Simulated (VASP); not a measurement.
# SnS (Pnma) in VASP: relaxation of cell and atoms with PBE+D3(BJ)

Aim: the relaxation of cell and atoms of SnS with PBE+D3(BJ).

Program: VASP 6.6.1. These are calculated values, not measurements. Logs are shortened: lines on timing, memory, paths and dates and some standing lists are left out, and cuts for length are marked.

### Step 1. The cell of the first run

It takes space group Pnma (No. 62, orthorhombic). The conventional cell has a = 11.200 Å, b = 3.987 Å, c = 4.334 Å, α = 90.00°, β = 90.00°, γ = 90.00°. Sn (site symmetry m) has 6 S at 2.63 to 3.39 Å and 2 Sn at 3.49 Å within 3.5 Å. Within 3.5 Å of S (site symmetry m) lie 6 Sn at 2.63 to 3.39 Å.

### Step 2. Relaxation of cell and atoms, PBE+D3(BJ)

Contents of INCAR:

```
SYSTEM = SnS
ALGO = Normal
EDIFF = 1E-7
EDIFFG = -0.005
ENCUT = 500
GGA = PE
GGA_COMPAT = .FALSE.
IBRION = 2
ISIF = 3
ISMEAR = -1
IVDW = 12
LASPH = .TRUE.
LCHARG = .FALSE.
LREAL = .FALSE.
LWAVE = .FALSE.
NELM = 120
NELMIN = 4
NSW = 80
PREC = Accurate
SIGMA = 0.02
```

Contents of KPOINTS:

```
k-points
0
G
  2 6 6
  0 0 0
```

Contents of POSCAR:

```
SnS
1.0
   11.2000000000      0.0000000000      0.0000000000
    0.0000000000      3.9870000000      0.0000000000
    0.0000000000      0.0000000000      4.3340000000
Sn S
4 4
Direct
    0.1194000000      0.2500000000      0.1198000000
    0.3806000000      0.7500000000      0.6198000000
    0.6194000000      0.2500000000      0.3802000000
    0.8806000000      0.7500000000      0.8802000000
    0.8508000000      0.2500000000      0.4793000000
    0.6492000000      0.7500000000      0.9793000000
    0.3508000000      0.2500000000      0.0207000000
    0.1492000000      0.7500000000      0.5207000000
```

Potentials or basis: VASP PAW PBE potentials, release 64 (Sn_d, S).

The run is started by

```bash
cat potpaw_PBE.64/Sn_d/POTCAR potpaw_PBE.64/S/POTCAR > POTCAR
mpirun -np 1 vasp_std > vasp.out
```

OUTCAR:

```text
SYSTEM = SnS
   EDIFF = 1E-7
   EDIFFG = -0.005
   ENCUT = 500
   GGA = PE
   IBRION = 2
   ISIF = 3
   ISMEAR = -1
   IVDW = 12
   LASPH = .TRUE.
   LREAL = .FALSE.
   NELM = 120
   NELMIN = 4
   NSW = 80
   PREC = Accurate
 IVDW          = 12

 ion  position               nearest neighbor table
   1  0.119  0.250  0.120-   7 2.63   8 2.67   8 2.67   4 3.49   4 3.49
   2  0.381  0.750  0.620-   8 2.63   7 2.67   7 2.67   3 3.49   3 3.49
   3  0.619  0.250  0.380-   5 2.63   6 2.67   6 2.67   2 3.49   2 3.49
   4  0.881  0.750  0.880-   6 2.63   5 2.67   5 2.67   1 3.49   1 3.49
   5  0.851  0.250  0.479-   3 2.63   4 2.67   4 2.67
   6  0.649  0.750  0.979-   4 2.63   3 2.67   3 2.67
   7  0.351  0.250  0.021-   1 2.63   2 2.67   2 2.67
   8  0.149  0.750  0.521-   2 2.63   1 2.67   1 2.67

  LATTYP: Found a simple orthorhombic cell.
 ALAT       =     3.9870000000
 B/A-ratio  =     1.0870328568
 C/A-ratio  =     2.8091296714

  Lattice vectors:

 A1 = (   0.0000000000,   3.9870000000,   0.0000000000)
 A2 = (   0.0000000000,   0.0000000000,   4.3340000000)
 A3 = (  11.2000000000,   0.0000000000,   0.0000000000)

Analysis of symmetry for initial positions (statically):
=====================================================================
 Subroutine PRICEL returns:
 Original cell was already a primitive cell.

 Routine SETGRP: Setting up the symmetry group for a
 simple orthorhombic supercell.

 Subroutine GETGRP returns: Found  8 space group operations
 (whereof  2 operations were pure point group operations)
 out of a pool of  8 trial point group operations.

The static configuration has the point symmetry S_2 .
 The point group associated with its full space group is D_2h.

Analysis of symmetry for dynamics (positions and initial velocities):
=====================================================================
 Subroutine PRICEL returns:
 Original cell was already a primitive cell.

 Routine SETGRP: Setting up the symmetry group for a
 simple orthorhombic supercell.

 Subroutine GETGRP returns: Found  8 space group operations
 (whereof  2 operations were pure point group operations)
 out of a pool of  8 trial point group operations.

The dynamic configuration has the point symmetry S_2 .
 The point group associated with its full space group is D_2h.

 Subroutine INISYM returns: Found  8 space group operations
 (whereof  2 operations are pure point group operations),
 and found     1 'primitive' translations

----------------------------------------------------------------------------------------

                                     Primitive cell

  volume of cell :     193.5322

  direct lattice vectors                    reciprocal lattice vectors
    11.200000000  0.000000000  0.000000000     0.089285714  0.000000000  0.000000000
     0.000000000  3.987000000  0.000000000     0.000000000  0.250815149  0.000000000
     0.000000000  0.000000000  4.334000000     0.000000000  0.000000000  0.230733733

  length of vectors
    11.200000000  3.987000000  4.334000000     0.089285714  0.250815149  0.230733733

  position of ions in fractional coordinates (direct lattice)
     0.119400000  0.250000000  0.119800000
     0.380600000  0.750000000  0.619800000
     0.619400000  0.250000000  0.380200000
     0.880600000  0.750000000  0.880200000
     0.850800000  0.250000000  0.479300000
     0.649200000  0.750000000  0.979300000
     0.350800000  0.250000000  0.020700000
     0.149200000  0.750000000  0.520700000

  ion indices of the primitive-cell ions
   primitive index   ion index
                 1           1
                 2           2
                 3           3
                 4           4
                 5           5
                 6           6
                 7           7
                 8           8

----------------------------------------------------------------------------------------

 KPOINTS: k-points

Automatic generation of k-mesh.
 Grid dimensions read from file:
 generate k-points for:    2    6    6

 Generating k-lattice:

  Cartesian coordinates                     Fractional coordinates (reciprocal lattice)
     0.044642857  0.000000000  0.000000000     0.500000000  0.000000000  0.000000000
     0.000000000  0.041802525  0.000000000     0.000000000  0.166666667  0.000000000
     0.000000000  0.000000000  0.038455622     0.000000000  0.000000000  0.166666667

  Length of vectors
     0.044642857  0.041802525  0.038455622

  Shift w.r.t. Gamma in fractional coordinates (k-lattice)
     0.000000000  0.000000000  0.000000000

 Subroutine IBZKPT returns following result:
 ===========================================

 Found     32 irreducible k-points:

 Following reciprocal coordinates:
            Coordinates               Weight
  0.000000  0.000000  0.000000      1.000000
  0.500000  0.000000  0.000000      1.000000
  0.000000  0.166667  0.000000      2.000000
  0.500000  0.166667  0.000000      2.000000
  0.000000  0.333333  0.000000      2.000000
  0.500000  0.333333  0.000000      2.000000
[... 16 lines left out ...]
  0.000000  0.500000  0.333333      2.000000
  0.500000  0.500000  0.333333      2.000000
 [... further k-points ...]
   k-points           NKPTS =     32   k-points in BZ     NKDIM =     32   number of bands    NBANDS=     48
   number of dos      NEDOS =    301   number of ions     NIONS =      8
   total plane-waves  NPLWV =  80640
   dimension x,y,z NGX =    84 NGY =   30 NGZ =   32
   dimension x,y,z NGXF=   168 NGYF=   60 NGZF=   64
   ions per type =               4   4
   NGX,Y,Z   is equivalent  to a cutoff of  12.47, 12.51, 12.27 a.u.
   NGXF,Y,Z  is equivalent  to a cutoff of  24.94, 25.02, 24.55 a.u.
 SYSTEM =  SnS
   PREC   = accura    normal or accurate (medium, high low for compatibility)
   ISTART =      0    job   : 0-new  1-cont  2-samecut
   ICHARG =      2    charge: 1-file 2-atom 10-const
   ISPIN  =      1    spin polarized calculation?
   LNONCOLLINEAR =      F non collinear calculations
   LSORBIT =      F    spin-orbit coupling
   LASPH  =      T    aspherical Exc in radial PAW
   ENCUT  =  500.0 eV  36.75 Ry    6.06 a.u.  20.42  7.27  7.90*2*pi/ulx,y,z
   NELM   =    120;   NELMIN=  4; NELMDL= -5     # of ELM steps
   EDIFF  = 0.1E-06   stopping-criterion for ELM
   LREAL  =      F    real-space projection
   EDIFFG = -.5E-02   stopping-criterion for IOM
   NSW    =     80    number of steps for IOM
   IBRION =      2    ionic relax: 0-MD 1-quasi-New 2-CG
   NFREE  =      1    steps in history (QN), initial steepest desc. (CG)
   ISIF   =      3    stress and relaxation
   ISYM   =      2    0-nonsym 1-usesym 2-fastsym
   POTIM  = 0.5000    time-step for ionic-motion
   TEBEG  =    0.0;   TEEND  =   0.0 temperature during run
   PSTRESS=    0.0 pullay stress
   NELECT =      80.0000    total number of electrons
   NUPDOWN=      -1.0000    fix difference up-down
   EMIN   =  10.00;   EMAX   =-10.00  energy-range for DOS
   EFERMI =   0.00;   METHOD = LEGACY
   ISMEAR =    -1;   SIGMA  =   0.02  broadening in eV -4-tet -1-fermi 0-gaus
   EFERMI_NEDOS =   21; number of points for ismear=-14 and -15
   IALGO  =     38    algorithm
   IMIX   =      4    mixing-type and parameters
     AMIX     =   0.40;   BMIX     =  1.00
     AMIX_MAG =   1.60;   BMIX_MAG =  1.00
  volume/ion in A,a.u.               =      24.19       163.25
  Fermi-wavevector in a.u.,A,eV,Ry     =   1.219515  2.304549 20.234810  1.487217
  Thomas-Fermi vector in A             =   2.354764
   LORBIT       =      0    0 simple, 1 ext, 2 COOP (PROOUT), +10 PAW based schemes
   GGA     = PE    functional components
   LHFCALC =     F    Hartree Fock is set to
   AEXX    =    0.0000 exact exchange contribution
   IVDW    =    12    specifies the selected vdW correction
   LEPSILON=     F    determine dielectric tensor
   LRPA    =     F    only Hartree local field effects (RPA)
 conjugate gradient relaxation of ions
 non-spin polarized calculation
  energy-cutoff  :      500.00
  volume of cell :      193.53
 maximum number of plane-waves:      4936
 NGX is ok and might be reduce to    84
   NGX = 41   NGY = 15   NGZ = 15

--------------------------------------- Ionic step        1  -------------------------------------------

 number of electron      80.0000033 magnetization

 Free energy of the ion-electron system (eV)
  ---------------------------------------------------
  ext. energy  EPLUGINS =         0.00000000
  ---------------------------------------------------
  free energy    TOTEN  =       -35.37445523 eV

  energy without entropy =      -35.37445523  energy(sigma->0) =      -35.37445523

------------------------ aborting loop because EDIFF is reached ----------------------------------------

 Edisp (eV)   -2.72778

 E8    (eV) :    -1.1821

  FORCE on cell =-STRESS in cart. coord.  units (eV):
  Direction    XX          YY          ZZ          XY          YZ          ZX
  --------------------------------------------------------------------------------------
  -------------------------------------------------------------------------------------
  Total       0.26249    -0.02909    -0.19996     0.00000    -0.00000     0.00000
  in kB       2.17309    -0.24086    -1.65539     0.00000    -0.00000     0.00000
  external pressure =        0.09 kB  Pullay stress =        0.00 kB
[... 115 lines left out ...]
  FREE ENERGIE OF THE ION-ELECTRON SYSTEM (eV)
  ---------------------------------------------------
  free  energy   TOTEN  =       -38.1078796268 eV

  energy  without entropy=      -38.1078796267  energy(sigma->0) =      -38.10787963

[... ionic steps 4 to 27 ...]

--------------------------------------- Ionic step       28  -------------------------------------------

 number of electron      80.0000064 magnetization

------------------------ aborting loop because EDIFF is reached ----------------------------------------

 Edisp (eV)   -2.77320

 E8    (eV) :    -1.2011
[... 81 lines left out ...]
  energy  without entropy=      -38.1158406527  energy(sigma->0) =      -38.11584065

--------------------------------------- Ionic step       30  -------------------------------------------

 number of electron      80.0000063 magnetization

 Free energy of the ion-electron system (eV)
  ---------------------------------------------------
  ext. energy  EPLUGINS =         0.00000000
  ---------------------------------------------------
  free energy    TOTEN  =       -35.34282613 eV

  energy without entropy =      -35.34282613  energy(sigma->0) =      -35.34282613

 E-fermi :   6.7810     XC(G=0):  -9.9386

 val. band max:        6.3982173971   @ k =   0.5000   0.0000   0.5000
 cond. band min:       7.1656239183   @ k =   0.0000   0.3333   0.0000
 fundamental gap:      0.7674065212
 Fermi energy:         6.7809681102

 k-point     1 :       0.0000    0.0000    0.0000
  band No.  band energies     occupation
      1     -14.9090      2.00000
      2     -14.8930      2.00000
      3     -14.8889      2.00000
      4     -14.8844      2.00000
      5     -14.8781      2.00000
      6     -14.8730      2.00000
[... 1213 lines left out ...]
     47      10.4165      0.00000
     48      10.4165      0.00000

 [... further k-points ...]

------------------------ aborting loop because EDIFF is reached ----------------------------------------

 Edisp (eV)   -2.77307

 E8    (eV) :    -1.2010

  FORCE on cell =-STRESS in cart. coord.  units (eV):
  Direction    XX          YY          ZZ          XY          YZ          ZX
  --------------------------------------------------------------------------------------
  -------------------------------------------------------------------------------------
  Total      -0.02482     0.01430     0.02134     0.00000    -0.00000     0.00000
  in kB      -0.20888     0.12031     0.17957     0.00000    -0.00000     0.00000
  external pressure =        0.03 kB  Pullay stress =        0.00 kB
[... 23 lines left out ...]
  FREE ENERGIE OF THE ION-ELECTRON SYSTEM (eV)
  ---------------------------------------------------
  free  energy   TOTEN  =       -38.1158987246 eV

  energy  without entropy=      -38.1158987244  energy(sigma->0) =      -38.11589872

 reached required accuracy - stopping structural energy minimisation
```

Wall time 41 min (1 thread of Intel Xeon 6975P-C (Granite Rapids), shared host); peak memory 0.42 GiB.

Results:

* Free energy: -38.1159 eV
* Relaxed volume: 23.80 Å³/atom
* Relaxed cell: a = 11.193 Å, b = 4.002 Å, c = 4.250 Å, α = 90.00°, β = 90.00°, γ = 90.00°
* Space group after relaxing (to 0.05 Å): Pnma (No. 62)
* Energy gained by relaxing: 1.7 meV/atom
* Ionic steps: 30
* Pressure after relaxing: 0.0 GPa
* Largest force after relaxing: 0.004 eV/Å
* Band gap on the k mesh: 0.77 eV, indirect (least direct gap 0.85 eV)
* Dispersion energy per atom: -0.347 eV

Forces in eV/Å, atoms in the order of the input:
```
Sn  -0.004  0.000  0.000
Sn   0.004  0.000  0.000
Sn  -0.004  0.000  0.000
Sn   0.004  0.000  0.000
S    0.002  0.000  0.003
S   -0.002  0.000  0.003
S    0.002  0.000 -0.003
S   -0.002  0.000 -0.003
```

The path:
```tsv
step	energy change (eV)	largest force (eV/Å)	pressure (GPa)	volume (Å³)
1	0.0000	0.1273	0.01	193.53
2	-0.0043	0.0678	-0.21	193.57
3	-0.0056	0.0324	-0.43	193.61
4	-0.0084	0.0307	-0.27	192.63
5	-0.0108	0.0323	0.06	190.71
6	-0.0118	0.0207	0.03	190.69
7	-0.0120	0.0150	0.00	190.67
8	-0.0123	0.0135	-0.01	190.69
9	-0.0127	0.0182	-0.05	190.72
10	-0.0127	0.0193	-0.05	190.73
11	-0.0128	0.0201	0.04	190.41
12	-0.0128	0.0209	0.06	190.36
13	-0.0130	0.0177	0.05	190.35
14	-0.0132	0.0105	0.03	190.34
15	-0.0132	0.0197	-0.02	190.33
16	-0.0133	0.0119	0.00	190.33
17	-0.0133	0.0106	0.02	190.33
18	-0.0134	0.0098	0.03	190.32
19	-0.0134	0.0163	0.05	190.31
20	-0.0134	0.0119	0.03	190.31
21	-0.0134	0.0112	0.03	190.34
22	-0.0135	0.0091	0.00	190.43
23	-0.0135	0.0066	-0.05	190.62
24	-0.0135	0.0070	-0.03	190.56
25	-0.0135	0.0074	-0.02	190.51
26	-0.0136	0.0090	0.01	190.44
27	-0.0136	0.0124	0.05	190.29
28	-0.0136	0.0110	0.03	190.35
29	-0.0136	0.0089	0.02	190.36
30	-0.0137	0.0036	0.00	190.36
```

Final structure:
```
Sn S
1.0
    11.19278    0.00000    0.00000
     0.00000    4.00184    0.00000
     0.00000    0.00000    4.24996
Sn S
4 4
Direct
  0.11891 0.25000 0.10874
  0.38109 0.75000 0.60874
  0.61891 0.25000 0.39126
  0.88109 0.75000 0.89126
  0.85227 0.25000 0.47678
  0.64773 0.75000 0.97678
  0.35227 0.25000 0.02322
  0.14773 0.75000 0.52322
```

Caveat: spin-orbit coupling is left out, which moves the levels of the heavy elements.
